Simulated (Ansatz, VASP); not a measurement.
## One calculation of Ag, two programs

```
CELL_PARAMETERS angstrom
-1.72188 1.72188 1.72188
1.72188 -1.72188 1.72188
1.72188 1.72188 -1.72188
ATOMIC_POSITIONS crystal
Ag 0.00000 0.00000 0.00000
```

Change from the starting cell: strain +0.040 along x and y, +0.040 along z, atoms carried along.

Alike in both runs: task single point; functional PBEsol; k mesh 20 × 20 × 20; occupations gaussian, width 0.15 eV; no spin polarisation.

|  | VASP | Ansatz |
| --- | --- | --- |
| version | VASP 6.6.1 | Ansatz 0.2.0 |
| potentials or method | VASP PAW PBE potentials, release 64 (Ag), cutoff 520 eV | scalar-relativistic, plane waves, PAW |
| valence electrons in the cell | 11 | 19 |

```csv
,VASP,Ansatz,Ansatz less VASP
gap on the k mesh at the Fermi level (eV),none,none,-
pressure (GPa),-12.9,-12.9,+0.04
```

VASP's potentials were made for PBE, not for PBEsol. A gap of «none» marks a metal or a gap that the smearing closes. VASP's potentials hold 11 valence electrons a cell and Ansatz's 19, so a difference there can come from the potentials and not from the codes.
